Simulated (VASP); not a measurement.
Write the native input for VASP 6.6.1 that does the following.

```yaml
Task: relaxation of cell and atoms
Functional: PBE
Potentials_or_basis: VASP PAW PBE potentials, release 64 (Ga_d, P)
Cutoff: 500 eV
k_mesh: 8 × 6 × 10
Occupations: gaussian, width 0.1 eV
Spin: no spin polarisation
Dipole_correction: no
Further_INCAR_settings: ALGO = Normal; EDIFF = 1e-07; IBRION = 2; EDIFFG = -0.01; NSW = 100; ISIF = 3
```

The structure of Ga2P lies in POSCAR:

```
Ga2P
1.0
    5.1313057339      0.0000000000      0.0000000000
    0.0000000000      6.2505043849      0.0000000000
    0.0000000000      0.0000000000      3.7442454984
Ga P
4 2
Direct
    0.1987268617      0.3775614603      0.0000000000
    0.8012731383      0.6224385397      0.0000000000
    0.6987268617      0.1224385397      0.5000000000
    0.3012731383      0.8775614603      0.5000000000
    0.0000000000      0.0000000000      0.0000000000
    0.5000000000      0.5000000000      0.5000000000
```

The input as run:

INCAR

```
  ALGO = Normal
  EDIFF = 1E-7
  EDIFFG = -0.01
  ENCUT = 500
  GGA = PE
  GGA_COMPAT = F
  IBRION = 2
  ISIF = 3
  ISMEAR = 0
  LASPH = T
  LCHARG = F
  LREAL = F
  LWAVE = F
  NELM = 120
  NELMIN = 4
  NSW = 100
  PREC = Accurate
  SIGMA = 0.1
```

KPOINTS

```
k-points
0
Gamma
  8 6 10
```

Potentials or basis: VASP PAW PBE potentials, release 64 (Ga_d, P).

Launch:

```bash
$ cat potpaw_PBE.64/Ga_d/POTCAR potpaw_PBE.64/P/POTCAR > POTCAR
$ mpirun -np 1 vasp_std > vasp.out
```

It gave:

* Relaxed volume: 20.16 Å³/atom
* Relaxed cell: a = 5.151 Å, b = 6.288 Å, c = 3.734 Å, α = 90.00°, β = 90.00°, γ = 90.00°
* Space group after relaxing (to 0.1 Å): Pnnm (No. 58)
* Energy gained by relaxing: 0.4 meV/atom
* Ionic steps: 9
* Pressure after relaxing: 0.0 GPa
* Largest force after relaxing: 0.010 eV/Å
* Band gap on the k mesh: zero (bands 31 and 32 overlap by 2.24 eV)

Wall time 50 min on 1 thread of Oxide Virtual Turin-like Processor (shared host), peak memory 0.46 GiB.
